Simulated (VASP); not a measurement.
Set up this calculation in VASP 6.6.1, as the native input.

```
Task                   : single point
Functional             : PBE
Potentials or basis    : VASP PAW PBE potentials, release 64 (Cs_sv, Mg_sv, Bi_d, O)
Cutoff                 : 750 eV
k mesh                 : 2 × 2 × 2
Occupations            : gaussian, width 0.01 eV
Spin                   : no spin polarisation
Dipole correction      : no
Mended                 : yes
Further INCAR settings : ALGO = Normal; EDIFF = 1e-06; NBANDS = 35
```

The structure of CsMgBiO3 lies in POSCAR:

```
CsMgBiO3
1.0
    3.2305168900      1.8651397900      3.7970092100
   -3.2305168900      1.8651397900      3.7970092100
    0.0000000000     -3.7302795900      3.7970092100
Cs Mg Bi O
1 1 1 3
Direct
    0.9143940294      0.9300200118      0.9161281172
    0.3000974380      0.2942813409      0.3074615409
    0.5672329209      0.5621232123      0.5658401764
    0.5153905345      0.9697029712      0.4546750313
    0.4696270922      0.4880095994      0.9831220983
    0.9819077226      0.4549836860      0.5217285443
```

One way to write it, as run:

INCAR

```
PREC     = Accurate       # precision mode
ENCUT    = 750            # plane-wave cutoff, eV
EDIFF    = 1E-6           # SCF threshold, eV
ISMEAR   = 0              # smearing method
SIGMA    = 0.01           # smearing width, eV
LREAL    = F              # projectors in reciprocal space
LASPH    = T              # aspherical terms in the spheres
NELM     = 120            # most SCF steps
ALGO     = Normal         # electronic algorithm
ISIF     = 2              # what is computed and relaxed
LWAVE    = F              # write WAVECAR
LCHARG   = F              # write CHGCAR
GGA      = PE             # functional
NBANDS   = 35             # bands
GGA_COMPAT= F
```

KPOINTS

```
Automatic mesh
0
Gamma
  2 2 2
```

Potentials or basis: VASP PAW PBE potentials, release 64 (Cs_sv, Mg_sv, Bi_d, O).

Command:

```bash
$ cat potpaw_PBE.64/Cs_sv/POTCAR potpaw_PBE.64/Mg_sv/POTCAR potpaw_PBE.64/Bi_d/POTCAR potpaw_PBE.64/O/POTCAR > POTCAR
$ mpirun -np 1 vasp_std > vasp.out
```

Results of the run:

* Pressure: 1.5 GPa
* Largest force: 0.517 eV/Å
* Band gap on the k mesh: 2.50 eV

Caveat: the k points lie up to 0.63 Å⁻¹ apart; spin-orbit coupling is left out, which moves the levels of the heavy elements.

It took 3 min on 1 thread of AMD EPYC 7R43 64-Core Processor (Zen 3), on a shared host, peak memory 0.32 GiB.
